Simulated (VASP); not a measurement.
# Al16N15 (a cell with a defect) in VASP: a series of runs

Al16N15 (a cell with a defect) is run at these levels: PBE, LDA; tasks: single point.

Everything below comes from runs of VASP 6.6.1. Logs are shortened: lines on timing, memory, paths and dates and some standing lists are left out, and cuts for length are marked.

**1. The cell of the first run**

The cell holds a defect, 31 atoms: a = 6.260 Å, b = 6.260 Å, c = 10.035 Å, α = 90.00°, β = 90.00°, γ = 120.00°.

**2. Single point, PBE**

The input, INCAR:

```
  PREC = Accurate
  ENCUT = 520
  EDIFF = 1E-6
  ISMEAR = -1
  SIGMA = 0.01
  LREAL = Auto
  LASPH = T
  NELM = 120
  ALGO = Normal
  ISIF = 2
  LWAVE = F
  LCHARG = F
  GGA = PE
  NBANDS = 82
  NELECT = 124.0
  GGA_COMPAT = F
```

The input, KPOINTS:

```
Automatic mesh
0
Gamma
  1 1 1
```

The input, POSCAR:

```
Al16N15
1.0
    6.2595139128      0.0000000578      0.0000000000
   -3.1297570064      5.4208980350      0.0000000000
    0.0000000000      0.0000000000     10.0348065929
Al N
16 15
Direct
    0.3274766361      0.1596518035      0.2529099240
    0.1678270768      0.3381221809      0.4994543560
    0.3410485643      0.1746892464      0.7487521255
    0.1660724661      0.3324414443      1.0004345843
    0.3296878435      0.6621291137      0.2569106126
    0.1561075243      0.8519488088      0.5056929382
    0.3408538514      0.6715173165      0.7506390253
    0.1626859063      0.8294974334      1.0039664573
    0.8307299657      0.1596735126      0.2502820450
    0.6664143724      0.3509639817      0.4841738078
    0.8364731993      0.1718128827      0.7455473367
    0.6647353301      0.3285037968      0.9963548325
    0.8048461868      0.6309780647      0.2633849733
    0.7076657660      0.8418191629      0.4988204007
    0.8444377075      0.6765935629      0.7472469123
    0.6675508409      0.8305737573      1.0020363856
    0.3320157509      0.1764023565      0.4392587504
    0.1652843831      0.3279654575      0.1895663334
    0.3297343405      0.1656233978      0.9392973419
    0.1723951263      0.3377896024      0.6910288738
    0.3352693680      0.6791108058      0.4452108556
    0.1513171744      0.8175041757      0.1960142149
    0.3330200286      0.6676241079      0.9425842476
    0.1828470613      0.8413399592      0.6970994232
    0.8339575970      0.1780692855      0.4385335830
    0.6550562563      0.3071325988      0.1807932199
    0.8323070167      0.1653094334      0.9369408705
    0.6760913960      0.3445957928      0.6836300346
    0.6652505159      0.8228572684      0.1928155127
    0.8314619848      0.6651542335      0.9389300947
    0.6723412707      0.8357999513      0.6919842489
```

Potentials or basis: VASP PAW PBE potentials, release 64 (Al, N).

The run is started by

```sh
$ cat potpaw_PBE.64/Al/POTCAR potpaw_PBE.64/N/POTCAR > POTCAR
$ mpirun -np 1 vasp_gam > vasp.out
```

OUTCAR:

```text
PREC = Accurate
   ENCUT = 520
   EDIFF = 1E-6
   ISMEAR = -1
   LREAL = Auto
   LASPH = T
   NELM = 120
   ISIF = 2
   GGA = PE
   NELECT = 124.0

 ion  position               nearest neighbor table
   1  0.327  0.160  0.253-  17 1.87  18 1.90  26 1.92  22 1.94  10 2.96  13 2.97   6 3.04   8 3.07
                             2 3.08   9 3.11   4 3.11   5 3.12   5 3.14   9 3.15  12 3.16  13 3.29
   2  0.168  0.338  0.499-  17 1.87  25 1.91  20 1.92  21 1.93  14 3.00   5 3.00   6 3.01  11 3.05
                             1 3.08  10 3.09   3 3.10   9 3.10   7 3.10  10 3.18   6 3.25  14 3.27
   3  0.341  0.175  0.749-  24 1.88  20 1.89  19 1.91  28 1.93   6 3.01  12 3.04   2 3.10   4 3.10
                            11 3.11   7 3.11  15 3.11  15 3.15   7 3.15  11 3.15   8 3.17  10 3.19
   4  0.166  0.332  0.000-  19 1.89  18 1.90  23 1.91  27 1.92   9 3.10   3 3.10   7 3.11   1 3.11
                            11 3.12   8 3.12  12 3.13  16 3.13  16 3.13   5 3.13  12 3.13   8 3.14
   5  0.330  0.662  0.257-  21 1.89  22 1.91  29 1.93  18 1.93   2 3.00  13 3.08   8 3.12   1 3.12
                             9 3.13   4 3.13   9 3.13   1 3.14  16 3.15  14 3.18   6 3.18  13 3.19
   6  0.156  0.852  0.506-  17 1.88  24 1.93  21 2.00  14 2.78  15 2.96   3 3.01   2 3.01   1 3.04
                            13 3.10  10 3.11   7 3.16  10 3.17   5 3.18   2 3.25
   7  0.341  0.672  0.751-  24 1.86  31 1.89  20 1.91  23 1.93  16 3.08   2 3.10   4 3.11   3 3.11
                            11 3.12  15 3.12   8 3.13  15 3.14  11 3.14   3 3.15   6 3.16  14 3.22
   8  0.163  0.829  0.004-  23 1.90  30 1.91  22 1.93  19 1.93   1 3.07  15 3.10  16 3.10   5 3.12
                             4 3.12  12 3.13   7 3.13  12 3.13   4 3.14  16 3.16   3 3.17  13 3.25
   9  0.831  0.160  0.250-  26 1.89  25 1.89  18 1.91  29 1.91  13 3.04  10 3.04  14 3.04  16 3.06
                             4 3.10   2 3.10   1 3.11   5 3.13  12 3.13   5 3.13   1 3.15  13 3.23
  10  0.666  0.351  0.484-  17 1.87  25 1.90  28 2.00  13 2.69  14 2.96   1 2.96   9 3.04   2 3.09
                             6 3.11   6 3.17  15 3.18   2 3.18   3 3.19  11 3.23  14 3.33
  11  0.836  0.172  0.746-  31 1.90  20 1.90  28 1.91  27 1.92   2 3.05  14 3.06  12 3.08   3 3.11
                             7 3.12   4 3.12  15 3.13  15 3.14   7 3.14   3 3.15  16 3.17  10 3.23
  12  0.665  0.329  0.996-  26 1.85  27 1.89  19 1.90  30 1.91   3 3.04  11 3.08   4 3.13  16 3.13
                             8 3.13   9 3.13  15 3.13   8 3.13   4 3.13  16 3.13  13 3.14   1 3.16
  13  0.805  0.631  0.263-  29 1.94  26 1.94  22 2.00  10 2.69  14 2.91   1 2.97   9 3.04   5 3.08
                             6 3.10  12 3.14   5 3.19  16 3.20   9 3.23   8 3.25   1 3.29
  14  0.708  0.842  0.499-  25 1.94  31 1.95  21 2.09   6 2.78  13 2.91  10 2.96  15 2.98   2 3.00
                             9 3.04  11 3.06   5 3.18   7 3.22   2 3.27  10 3.33
  15  0.844  0.677  0.747-  31 1.88  24 1.90  28 1.91  30 1.93   6 2.96  14 2.98   8 3.10   3 3.11
                             7 3.12  16 3.12  11 3.13  12 3.13  11 3.14   7 3.14   3 3.15  10 3.18
  16  0.668  0.831  0.002-  30 1.89  23 1.91  29 1.91  27 1.93   9 3.06   7 3.08   8 3.10  15 3.12
                            12 3.13   4 3.13   4 3.13  12 3.13   5 3.15   8 3.16  11 3.17  13 3.20
  17  0.332  0.176  0.439-   2 1.87  10 1.87   1 1.87   6 1.88
  18  0.165  0.328  0.190-   4 1.90   1 1.90   9 1.91   5 1.93
  19  0.330  0.166  0.939-   4 1.89  12 1.90   3 1.91   8 1.93
  20  0.172  0.338  0.691-   3 1.89  11 1.90   7 1.91   2 1.92
  21  0.335  0.679  0.445-   5 1.89   2 1.93   6 2.00  14 2.09
  22  0.151  0.818  0.196-   5 1.91   8 1.93   1 1.94  13 2.00
  23  0.333  0.668  0.943-   8 1.90   4 1.91  16 1.91   7 1.93
  24  0.183  0.841  0.697-   7 1.86   3 1.88  15 1.90   6 1.93
  25  0.834  0.178  0.439-   9 1.89  10 1.90   2 1.91  14 1.94
  26  0.655  0.307  0.181-  12 1.85   9 1.89   1 1.92  13 1.94
  27  0.832  0.165  0.937-  12 1.89   4 1.92  11 1.92  16 1.93
  28  0.676  0.345  0.684-  15 1.91  11 1.91   3 1.93  10 2.00
  29  0.665  0.823  0.193-   9 1.91  16 1.91   5 1.93  13 1.94
  30  0.831  0.665  0.939-  16 1.89   8 1.91  12 1.91  15 1.93
  31  0.672  0.836  0.692-  15 1.88   7 1.89  11 1.90  14 1.95

  LATTYP: Found a hexagonal cell.
 ALAT       =     6.2595139128
 C/A-ratio  =     1.6031287306

  Lattice vectors:

 A1 = (   6.2595139128,   0.0000000578,   0.0000000000)
 A2 = (  -3.1297570064,   5.4208980350,   0.0000000000)
 A3 = (   0.0000000000,   0.0000000000,  10.0348065929)

Analysis of symmetry for initial positions (statically):
=====================================================================
 Subroutine PRICEL returns:
 Original cell was already a primitive cell.

 Routine SETGRP: Setting up the symmetry group for a
 hexagonal supercell.

 Subroutine GETGRP returns: Found  1 space group operations
 (whereof  1 operations were pure point group operations)
[... 34 lines left out ...]
   total plane-waves  NPLWV = 184320
   dimension x,y,z NGX =    48 NGY =   48 NGZ =   80
   dimension x,y,z NGXF=    96 NGYF=   96 NGZF=  160
   ions per type =              16  15
   NGX,Y,Z   is equivalent  to a cutoff of  12.75, 12.75, 13.25 a.u.
   NGXF,Y,Z  is equivalent  to a cutoff of  25.50, 25.50, 26.51 a.u.
 SYSTEM =  unknown system
   PREC   = accura    normal or accurate (medium, high low for compatibility)
   ISTART =      0    job   : 0-new  1-cont  2-samecut
   ICHARG =      2    charge: 1-file 2-atom 10-const
   ISPIN  =      1    spin polarized calculation?
   LNONCOLLINEAR =      F non collinear calculations
   LSORBIT =      F    spin-orbit coupling
   LASPH  =      T    aspherical Exc in radial PAW
   ENCUT  =  520.0 eV  38.22 Ry    6.18 a.u.  11.64 11.64 18.66*2*pi/ulx,y,z
   NELM   =    120;   NELMIN=  2; NELMDL= -5     # of ELM steps
   EDIFF  = 0.1E-05   stopping-criterion for ELM
   LREAL  =      T    real-space projection
   EDIFFG = 0.1E-04   stopping-criterion for IOM
   NSW    =      0    number of steps for IOM
[... 5 lines left out ...]
   TEBEG  =    0.0;   TEEND  =   0.0 temperature during run
   PSTRESS=    0.0 pullay stress
   NELECT =     124.0000    total number of electrons
   NUPDOWN=      -1.0000    fix difference up-down
   EMIN   =  10.00;   EMAX   =-10.00  energy-range for DOS
   EFERMI =   0.00;   METHOD = LEGACY
   ISMEAR =    -1;   SIGMA  =   0.01  broadening in eV -4-tet -1-fermi 0-gaus
   EFERMI_NEDOS =   21; number of points for ismear=-14 and -15
   IALGO  =     38    algorithm
   IMIX   =      4    mixing-type and parameters
     AMIX     =   0.40;   BMIX     =  1.00
     AMIX_MAG =   1.60;   BMIX_MAG =  1.00
  volume/ion in A,a.u.               =      10.98        74.12
  Fermi-wavevector in a.u.,A,eV,Ry     =   1.169073  2.209228 18.595526  1.366733
  Thomas-Fermi vector in A             =   2.305551
   LORBIT       =      0    0 simple, 1 ext, 2 COOP (PROOUT), +10 PAW based schemes
   GGA     = PE    functional components
   LHFCALC =     F    Hartree Fock is set to
   AEXX    =    0.0000 exact exchange contribution
   IVDW    =     0    specifies the selected vdW correction
   LEPSILON=     F    determine dielectric tensor
   LRPA    =     F    only Hartree local field effects (RPA)
 non-spin polarized calculation
  energy-cutoff  :      520.00
  volume of cell :      340.50
 maximum number of plane-waves:      4582
 NGX is ok and might be reduce to    48
   NGX = 23   NGY = 23   NGZ = 37

 number of electron     123.9999996 magnetization

 Free energy of the ion-electron system (eV)
  ---------------------------------------------------
  ext. energy  EPLUGINS =         0.00000000
  ---------------------------------------------------
  free energy    TOTEN  =      -206.11274107 eV

  energy without entropy =     -206.11274107  energy(sigma->0) =     -206.11274107

 E-fermi :   9.4940     XC(G=0): -10.7538

 val. band max:        9.1750211142   @ k =   0.0000   0.0000   0.0000
 cond. band min:       9.9043260655   @ k =   0.0000   0.0000   0.0000
 fundamental gap:      0.7293049513
 Fermi energy:         9.4940326286

 k-point     1 :       0.0000    0.0000    0.0000
  band No.  band energies     occupation
      1      -9.0551      2.00000
      2      -8.2923      2.00000
      3      -8.1145      2.00000
      4      -7.5208      2.00000
      5      -7.1432      2.00000
      6      -6.9990      2.00000
[... 66 lines left out ...]
     73      11.7162      0.00000
     74      11.7859      0.00000
 [bands above 74 left out]

------------------------ aborting loop because EDIFF is reached ----------------------------------------

  FORCE on cell =-STRESS in cart. coord.  units (eV):
  Direction    XX          YY          ZZ          XY          YZ          ZX
  --------------------------------------------------------------------------------------
  -------------------------------------------------------------------------------------
  Total       13.8219191     16.8754754      4.3418676     -0.2635322      4.1767399      0.8858932
  in kB       65.0366365     79.4046146     20.4299031     -1.2400047     19.6529233      4.1684165
  external PRESSURE =      54.9570514 kB  Pullay stress =       0.0000000 kB

 VOLUME and BASIS-vectors are now :
 -----------------------------------------------------------------------------
  energy-cutoff  :      520.00
  volume of cell :      340.50
      direct lattice vectors                 reciprocal lattice vectors
     6.259513913  0.000000058  0.000000000     0.159756813  0.092235641  0.000000000
    -3.129757006  5.420898035  0.000000000    -0.000000002  0.184471279  0.000000000
     0.000000000  0.000000000 10.034806593     0.000000000  0.000000000  0.099653141

 POSITION                                       TOTAL-FORCE (eV/Angst)
 -----------------------------------------------------------------------------------
      1.55017      0.86546      2.53790         0.088287     -0.409803     -1.732776
     -0.00772      1.83293      5.01193        -0.503999      0.987365      0.176441
      1.58806      0.94697      7.51358         0.600091     -0.375441      0.043987
     -0.00093      1.80213      0.00436        -0.116053      0.058990     -0.640773
     -0.00862      3.58933      2.57805         0.036328      0.087165     -0.969715
     -1.68924      4.61833      5.07453         0.617461     -0.940788      1.131371
[... 23 lines left out ...]
      3.12278      3.60573      9.42198         0.211514     -0.178193      0.434803
      1.59268      4.53079      6.94393        -0.568158      0.547431      0.435342
 -----------------------------------------------------------------------------------
    total drift:                               -0.001772     -0.006276      0.009642

  FREE ENERGIE OF THE ION-ELECTRON SYSTEM (eV)
  ---------------------------------------------------
  free  energy   TOTEN  =      -206.1127410688 eV

  energy  without entropy=     -206.1127410688  energy(sigma->0) =     -206.11274107
```

Run time: 52 s. Hardware: 1 thread of Intel Xeon Platinum 8559C (Emerald Rapids), shared host; peak memory 0.39 GiB.

Results:

* Free energy: -206.1127 eV
* Largest force: 2.227 eV/Å

Forces in eV/Å, atoms in the order of the input:
```
Al   0.088 -0.410 -1.733
Al  -0.504  0.987  0.176
Al   0.600 -0.375  0.044
Al  -0.116  0.059 -0.641
Al   0.036  0.087 -0.970
Al   0.617 -0.941  1.131
Al   0.187  0.545 -0.167
Al   0.151  0.208 -0.522
Al   0.013 -0.245 -1.251
Al   0.647  0.250  1.074
Al  -0.361 -0.462  0.035
Al  -0.124 -0.234 -0.542
Al   0.417  0.593 -2.106
Al  -1.059 -0.338  1.260
Al   0.015 -0.003 -1.087
Al  -0.395  0.239 -0.543
N   -0.008 -0.191  0.328
N   -0.137  0.043  0.893
N   -0.097  0.153  0.407
N   -0.144 -0.008 -0.244
N    0.170 -0.635  0.239
N   -0.016  0.471  0.554
N    0.123 -0.482  0.601
N   -0.012  0.531  0.306
N    0.709 -0.150  0.137
N   -0.262 -0.448  0.893
N    0.521  0.236  0.311
N   -0.305 -0.235  0.073
N   -0.399  0.385  0.472
N    0.212 -0.178  0.435
N   -0.568  0.547  0.435
```

Caveat: the k points lie up to 1.16 Å⁻¹ apart, too coarse for converged energies, forces and pressures; the cell carries a net charge on a neutralising background, which shifts energy and pressure; the cell is charged against a uniform background, so pressure and absolute levels hang on convention.

**3. Single point, PBE**

The input, INCAR:

```
SYSTEM = Al16N15
  ALGO = Normal
  EDIFF = 1E-6
  ENCUT = 520
  GGA = PE
  GGA_COMPAT = .FALSE.
  ISIF = 2
  ISMEAR = 0
  LASPH = .TRUE.
  LCHARG = .FALSE.
  LREAL = Auto
  LWAVE = .FALSE.
  NBANDS = 82
  NELECT = 124.0
  NELM = 120
  PREC = Accurate
  SIGMA = 0.01
```

The input, KPOINTS:

```
Automatic mesh
0
Gamma
  1 1 1
  0.25 0.25 0.25
```

POSCAR, as its differences from that of step 2:

```diff
@@ -2,5 +2,5 @@
 1.0
-    6.2595139128      0.0000000578      0.0000000000
-   -3.1297570064      5.4208980350      0.0000000000
-    0.0000000000      0.0000000000     10.0348065929
+    6.2595139092      0.0000000618      0.0000000000
+   -3.1297570081      5.4208980298      0.0000000000
+    0.0000000000      0.0000000000     10.0348065900
 Al N
```

Potentials or basis: VASP PAW PBE potentials, release 64 (Al, N).

The run is started by

```sh
$ cat potpaw_PBE.64/Al/POTCAR potpaw_PBE.64/N/POTCAR > POTCAR
$ mpirun -np 1 vasp_std > vasp.out
```

Run time: 3.7 min. Hardware: 1 thread of Intel Xeon Platinum 8559C (Emerald Rapids), shared host; peak memory 0.45 GiB.

It converged, with:

```yaml
Free_energy: -217.1940 eV
Largest_force: 0.502 eV/Å
```

Forces on the atoms (eV/Å):
```
Al   0.076 -0.150 -0.229
Al  -0.340  0.368  0.020
Al   0.129 -0.039  0.054
Al  -0.100  0.059  0.015
Al   0.102 -0.044  0.126
Al   0.215 -0.315 -0.003
Al   0.153 -0.081 -0.022
Al  -0.112  0.065  0.021
Al   0.105 -0.013  0.067
Al   0.223  0.220  0.097
Al   0.111 -0.068  0.022
Al  -0.139  0.075  0.006
Al   0.226  0.022 -0.051
Al  -0.463 -0.175 -0.075
Al   0.116 -0.094  0.033
Al  -0.102  0.064  0.026
N    0.199 -0.194  0.058
N   -0.177  0.035 -0.035
N    0.174 -0.089 -0.019
N   -0.124  0.081 -0.032
N    0.169 -0.049  0.071
N   -0.168  0.191 -0.027
N    0.148 -0.113 -0.034
N   -0.304  0.144  0.027
N    0.310 -0.081 -0.030
N   -0.235  0.108  0.047
N    0.208 -0.089 -0.054
N   -0.215  0.053 -0.006
N   -0.171  0.117 -0.069
N    0.182 -0.106 -0.018
N   -0.194  0.098  0.015
```

Levels at points of the mesh, in eV from the Fermi level:
```csv
k point,band 59,band 60,band 61,band 62,band 63,band 64,band 65,band 66
"(0.25, 0.25, 0.25)",-4.00,-3.79,-3.21,-0.44,0.63,0.86,2.00,2.49
```

Caveat: the k points lie up to 0.58 Å⁻¹ apart; the cell carries a net charge on a neutralising background, which shifts energy and pressure; the cell is charged against a uniform background, so pressure and absolute levels hang on convention.

**4. Single point, LDA**

The input, INCAR:

```
ALGO = Normal ; EDIFF = 1E-6
ENCUT = 520 ; GGA = CA
GGA_COMPAT = F ; ISIF = 2
ISMEAR = -1 ; LASPH = T
LCHARG = F ; LREAL = Auto
LWAVE = F ; NBANDS = 82
NELECT = 124.0 ; NELM = 120
PREC = Accurate ; SIGMA = 0.01
```

KPOINTS is that of step 3.

POSCAR, as its differences from that of step 3:

```diff
@@ -2,5 +2,5 @@
 1.0
-    6.2595139092      0.0000000618      0.0000000000
-   -3.1297570081      5.4208980298      0.0000000000
-    0.0000000000      0.0000000000     10.0348065900
+    6.2595139128      0.0000000578      0.0000000000
+   -3.1297570064      5.4208980350      0.0000000000
+    0.0000000000      0.0000000000     10.0348065929
 Al N
```

Potentials or basis: VASP PAW LDA potentials, release 64 (Al, N).

The run is started by

```sh
$ cat potpaw_LDA.64/Al/POTCAR potpaw_LDA.64/N/POTCAR > POTCAR
$ mpirun -np 1 vasp_std > vasp.out
```

It took 4.1 min on 1 thread of Intel Xeon Platinum 8559C (Emerald Rapids), shared host; peak memory 0.38 GiB.

Results (log left out):

| Quantity | Value |
| --- | --- |
| Free energy | -240.4496 eV |
| Largest force | 0.626 eV/Å |

Forces in eV/Å, atoms in the order of the input:
```
Al   0.074 -0.157 -0.233
Al  -0.337  0.384  0.032
Al   0.124 -0.061  0.071
Al  -0.093  0.056  0.019
Al   0.095 -0.022  0.122
Al   0.379 -0.208  0.058
Al   0.138 -0.064 -0.019
Al  -0.111  0.057  0.017
Al   0.092 -0.018  0.059
Al   0.216  0.033  0.139
Al   0.108 -0.077  0.039
Al  -0.137  0.062  0.034
Al   0.214  0.016 -0.218
Al  -0.623 -0.069  0.000
Al   0.109 -0.098  0.082
Al  -0.102  0.055  0.030
N    0.182 -0.181  0.038
N   -0.173  0.030 -0.026
N    0.175 -0.073 -0.025
N   -0.120  0.066 -0.051
N    0.169 -0.106  0.011
N   -0.137  0.200 -0.035
N    0.148 -0.120 -0.043
N   -0.332  0.158  0.013
N    0.344 -0.085 -0.062
N   -0.237  0.119  0.080
N    0.202 -0.076 -0.054
N   -0.218  0.061  0.014
N   -0.185  0.117 -0.072
N    0.181 -0.101 -0.024
N   -0.148  0.102  0.004
```

Levels at points of the mesh, in eV from the Fermi level:
```
           k point  band 59  band 60  band 61  band 62  band 63  band 64  band 65  band 66
(0.25, 0.25, 0.25)    -4.11    -3.89    -3.28    -0.51     0.51     0.75     1.80     2.33
```

Caveat: the k points lie up to 0.58 Å⁻¹ apart; the cell carries a net charge on a neutralising background, which shifts energy and pressure; the cell is charged against a uniform background, so pressure and absolute levels hang on convention.

**5. Single point, PBE**

The input, INCAR:

```
PREC = Accurate
ENCUT = 520
EDIFF = 1E-6
ISMEAR = 0
SIGMA = 0.01
LREAL = Auto
LASPH = T
NELM = 120
ALGO = Normal
ISIF = 2
LWAVE = F
LCHARG = F
GGA = PE
NBANDS = 82
NELECT = 124.0
GGA_COMPAT = F
```

KPOINTS is that of step 4.

POSCAR is that of step 4.

Potentials or basis: VASP PAW PBE potentials, release 64 (Al, N).

The run is started by

```sh
$ cat potpaw_PBE.64/Al/POTCAR potpaw_PBE.64/N/POTCAR > POTCAR
$ mpirun -np 1 vasp_std > vasp.out
```

Run time: 4.4 min. Hardware: 1 thread of Intel Xeon Platinum 8559C (Emerald Rapids), shared host; peak memory 0.46 GiB.

It converged, with:

```
Free energy   : -217.1940 eV
Largest force : 0.502 eV/Å
```

Forces in eV/Å, atoms in the order of the input:
```
Al   0.076 -0.150 -0.229
Al  -0.340  0.368  0.020
Al   0.129 -0.039  0.054
Al  -0.100  0.059  0.015
Al   0.102 -0.044  0.126
Al   0.215 -0.315 -0.003
Al   0.153 -0.081 -0.022
Al  -0.112  0.065  0.021
Al   0.105 -0.013  0.067
Al   0.223  0.220  0.097
Al   0.111 -0.068  0.022
Al  -0.139  0.075  0.006
Al   0.226  0.022 -0.051
Al  -0.463 -0.175 -0.075
Al   0.116 -0.094  0.033
Al  -0.102  0.064  0.026
N    0.199 -0.194  0.058
N   -0.177  0.035 -0.035
N    0.174 -0.089 -0.019
N   -0.124  0.081 -0.032
N    0.169 -0.049  0.071
N   -0.168  0.191 -0.027
N    0.148 -0.113 -0.034
N   -0.304  0.144  0.027
N    0.310 -0.081 -0.030
N   -0.235  0.108  0.047
N    0.208 -0.089 -0.054
N   -0.215  0.053 -0.006
N   -0.171  0.117 -0.069
N    0.182 -0.106 -0.018
N   -0.194  0.098  0.015
```

Levels at points of the mesh, in eV from the Fermi level:
```csv
k point,band 59,band 60,band 61,band 62,band 63,band 64,band 65,band 66
"(0.25, 0.25, 0.25)",-4.00,-3.79,-3.21,-0.44,0.63,0.86,2.00,2.49
```

Caveat: the k points lie up to 0.58 Å⁻¹ apart; the cell carries a net charge on a neutralising background, which shifts energy and pressure; the cell is charged against a uniform background, so pressure and absolute levels hang on convention.
